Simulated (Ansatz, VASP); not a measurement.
**C in VASP and in Ansatz**

```
C
1.0
     1.22803    0.70900    3.34701
    -1.22803    0.70900    3.34701
     0.00000   -1.41801    3.34701
C
2
Cartesian
  0.0000 0.0000 8.3943
  0.0000 0.0000 1.6467
```

Alike in both runs: task single point; functional PBEsol; k mesh 16 × 16 × 16; no spin polarisation.

|  | VASP | Ansatz |
| --- | --- | --- |
| version | VASP 6.6.1 | Ansatz 0.2.0 |
| potentials or method | VASP PAW PBE potentials, release 64 (C), cutoff 520 eV | plane waves, PAW |
| occupations | fermi-dirac, width 0.1 eV | fermi-dirac |
| valence electrons in the cell | 8 | 8 |

Ansatz gave:

```
pressure (GPa)                                                : 1.2
traceless stress, the component that is largest in VASP (GPa) : -0.22
```

Problem. What did VASP give for the same quantities?

Solution. Pressure (GPa): 1.8; traceless stress, the component that is largest in VASP (GPa): -0.98.

VASP's potentials were made for PBE, not for PBEsol.
